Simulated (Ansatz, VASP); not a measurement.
**One calculation of Ti, two programs**

```xyz
2
Lattice="0.0000 2.5841 2.5841 2.5841 0.0000 2.5841 2.5841 2.5841 0.0000" Properties=species:S:1:pos:R:3 pbc="T T T"
Ti   -0.6460   -0.6460   -0.6460
Ti    0.6460    0.6460    0.6460
```

Change from the starting cell: volume scaled by 0.75, LAPW.

Alike in both runs: task single point; functional PBE; k mesh 12 × 12 × 12; occupations fermi-dirac, width 0.08 eV; no spin polarisation.

```csv
,VASP,Ansatz
version,VASP 6.6.1,Ansatz 0.2.0
potentials or method,"VASP PAW PBE potentials, release 64 (Ti_sv), cutoff 520 eV","all-electron LAPW, scalar-relativistic"
```

|  | VASP | Ansatz | Ansatz less VASP |
| --- | --- | --- | --- |
| pressure (GPa) | 14.5 | 13.5 | -0.99 |

Ansatz ran all-electron here, and VASP with PAW potentials.
